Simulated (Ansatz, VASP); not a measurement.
# TiW3: VASP beside Ansatz

INCAR

```
SYSTEM = TiW3
PREC = Accurate
ENCUT = 520
EDIFF = 1E-6
ISMEAR = 0
SIGMA = 0.1
LREAL = .False.
LASPH = .True.
NELM = 100
ALGO = Normal
ISIF = 2
LWAVE = .False.
LCHARG = .True.
GGA = PE
LELF = .True.
LVHAR = .True.
NBANDS = 35
```

Contents of KPOINTS:

```
regular mesh
0
Gamma
  4 4 6
  0 0 0
```

Contents of POSCAR:

```
TiW3
1.0
    2.8611967700     -4.0463432800      0.0000000000
    2.8611967700      4.0463432800      0.0000000000
    0.0000000000      0.0000000000      2.8611967700
Ti W
1 3
Direct
    0.5000000000      0.5000000000      0.5000000000
    0.0000000000      0.5000000000      0.0000000000
    0.0000000000      0.0000000000      0.5000000000
    0.5000000000      0.0000000000      0.0000000000
```

Input for Ansatz:

```yaml
crystal:
  lattice:
    - [2.86119677, -4.04634328, 0.0]
    - [2.86119677, 4.04634328, 0.0]
    - [0.0, 0.0, 2.86119677]
  atoms:
    - { symbol: Ti, position: [0.5, 0.5, 0.5] }
    - { symbol: W, position: [0.0, 0.5, 0.0] }
    - { symbol: W, position: [0.0, 0.0, 0.5] }
    - { symbol: W, position: [0.5, 0.0, 0.0] }
basis:
  ecutwfc: 420
kpoints:
  mp_grid: { grid: [4, 4, 6] }
hamiltonian:
  xc: pbe
scf:
  occupations: { method: gaussian, width: 0.1 }
  lower_state_search: "off"
output:
  forces: true
  stress: true
  eigenvalues: true
```

Alike in both runs: task single point; functional PBE; k mesh 4 × 4 × 6; occupations gaussian, width 0.1 eV; no spin polarisation.

```csv
,VASP,Ansatz
version,VASP 6.6.1,Ansatz 0.2.0
potentials or method,"VASP PAW PBE potentials, release 64 (Ti_sv, W_sv), cutoff 520 eV","scalar-relativistic, plane waves, PAW"
valence electrons in the cell,54,54
```

|  | VASP | Ansatz | Ansatz less VASP |
| --- | --- | --- | --- |
| gap on the k mesh at the Fermi level (eV) | none | none | - |
| pressure (GPa) | -0.4 | -0.6 | -0.21 |
| traceless stress, the component that is largest in VASP (GPa) | -1.94 | -1.95 | -0.008 |

A gap of «none» marks a metal or a gap that the smearing closes.

The k mesh is coarse, so the values compare programs but aren't converged. Spin-orbit coupling is off throughout.
